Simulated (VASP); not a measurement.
**HSe12: single point with PBE+D3(BJ)**

Crystal: HSe12.

```
Se H
1.0
     8.45467    0.00000    0.00000
    -4.22734    6.90577    0.05569
     0.00000    0.04142    5.12562
Se H
12 1
Direct
  0.10649 0.00000 0.16667
  0.11575 0.50289 0.16581
  0.63665 0.00000 0.16667
  0.61287 0.49711 0.16752
  0.99105 0.12700 0.83420
  0.98557 0.61668 0.83703
  0.49631 0.12351 0.84052
  0.49909 0.63141 0.82829
  0.36889 0.38332 0.49630
  0.37279 0.87649 0.49281
  0.86768 0.36859 0.50504
  0.86405 0.87300 0.49914
  0.27726 0.00000 0.66667
```

* Program: VASP 6.6.1
* Task: single point
* Functional: PBE
* Dispersion: D3(BJ)
* Potentials or basis: VASP PAW PBE potentials, release 64 (Se, H)
* Cutoff: 520 eV
* k mesh: 4 × 4 × 6
* Occupations: gaussian, width 0.1 eV
* Spin: no spin polarisation

* Pressure: 0.1 GPa
* Largest force: 0.019 eV/Å
* Dispersion energy per atom: -0.332 eV

Forces in eV/Å, atoms in the order of the input:
```
Se   0.019  0.000  0.000
Se   0.019 -0.001  0.000
Se   0.019  0.000  0.000
Se   0.019  0.001  0.000
Se  -0.011  0.014 -0.007
Se  -0.011  0.012  0.003
Se  -0.007  0.010  0.007
Se  -0.009  0.017  0.002
Se  -0.011 -0.012 -0.003
Se  -0.007 -0.010 -0.007
Se  -0.009 -0.017 -0.002
Se  -0.011 -0.014  0.007
H    0.000  0.000  0.000
```

Levels at points of the mesh, in eV from the Fermi level:
| k point | band 35 | band 36 | band 37 | band 38 | band 39 | band 40 |
| --- | --- | --- | --- | --- | --- | --- |
| (0.00, 0.00, 0.00) | -1.56 | -1.28 | 0.20 | 0.52 | 0.55 | 0.61 |
| (0.50, 0.00, 0.00) | -1.57 | -1.43 | 0.17 | 0.64 | 0.81 | 1.03 |
| (0.00, 0.50, 0.00) | -1.78 | -1.60 | 0.33 | 0.45 | 0.74 | 0.77 |
| (0.00, 0.00, 0.50) | -0.86 | -0.68 | -0.37 | 0.13 | 0.29 | 0.64 |
| (0.50, 0.00, 0.50) | -1.39 | -1.23 | -0.16 | 0.52 | 0.59 | 0.84 |
| (0.00, 0.50, 0.50) | -1.17 | -1.01 | -0.04 | 0.29 | 0.50 | 0.87 |

Run time: 19 min on 1 thread of Oxide Virtual Turin-like Processor (shared host), peak memory 0.56 GiB.

Caveat: pairwise dispersion overbinds metals, which lowers pressure and volume.
